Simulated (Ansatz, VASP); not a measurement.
# ZrAl3N4 in VASP and in Ansatz

```xyz
8
Lattice="4.2975 0.0000 0.0000 0.0000 4.2975 0.0000 0.0000 0.0000 4.2975" Properties=species:S:1:pos:R:3 pbc="T T T"
Zr    2.1488    2.1488    2.1488
Al    0.0000    2.1488    0.0000
Al    2.1488    0.0000    0.0000
Al    0.0000    0.0000    2.1488
N     0.0000    0.0000    0.0000
N     2.1488    0.0000    2.1488
N     0.0000    2.1488    2.1488
N     2.1488    2.1488    0.0000
```

Alike in both runs: functional PBE; k mesh 4 × 4 × 4; occupations gaussian, width 0.1 eV; no spin polarisation.

Ansatz relaxed the structure, and its values are those at the end. VASP's run is a single point on that final structure, the one shown.

```csv
,VASP,Ansatz
version,VASP 6.6.1,Ansatz 0.2.0
potentials or method,"VASP PAW PBE potentials, release 64 (Zr_sv, Al, N), cutoff 520 eV","scalar-relativistic, plane waves, PAW"
valence electrons in the cell,41,41
```

|  | VASP | Ansatz | Ansatz less VASP |
| --- | --- | --- | --- |
| gap on the k mesh at the Fermi level (eV) | none | none | - |
| pressure (GPa) | 0.0 | 0.0 | 0.00 |

A gap of «none» marks a metal or a gap that the smearing closes. With one functional, cell and mesh, what is left measures potentials, basis and numerics.

The k mesh is coarse, so the values compare programs but aren't converged.
